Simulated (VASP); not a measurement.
Here is a VASP 6.6.1 calculation.

INCAR

```
SYSTEM = La
ALGO = Normal ; EDIFF = 1E-7
ENCUT = 520 ; GGA = RE
ISIF = 2 ; ISMEAR = -1
LASPH = .TRUE. ; LCHARG = .FALSE.
LREAL = .FALSE. ; LWAVE = .FALSE.
NBANDS = 18 ; NELM = 60
PREC = Accurate ; SIGMA = 0.05
```

KPOINTS

```
k-points
0
G
  5 5 3
  0 0 0
```

POSCAR

```
La
1.0
    3.7500000000      0.0000000000      0.0000000000
   -1.8750000000      3.2475952642      0.0000000000
    0.0000000000      0.0000000000      6.0700000000
La
2
Direct
    0.6666666667      0.3333333333      0.7500000000
    0.3333333333      0.6666666667      0.2500000000
```

Potentials or basis: VASP PAW PBE potentials, release 64 (La).

Run with:

```console
$ cat potpaw_PBE.64/La/POTCAR > POTCAR
$ mpirun -np 1 vasp_std > vasp.out
```

Question: Estimate the band gap on the k mesh.

Answer: Zero (band 11 reaches 9.08 eV, above the bottom of band 12 at 7.64 eV).

Question: Estimate the pressure.

Answer: 1.5 GPa.

Stress tensor (GPa, compression positive):
```
2.04 0.00 0.00
0.00 2.04 0.00
0.00 0.00 0.57
```

Caveat: the k points lie up to 0.39 Å⁻¹ apart; the PAW data sets were made with another functional, which shifts forces and pressure a little; spin-orbit coupling is left out, which moves the levels of the heavy elements.
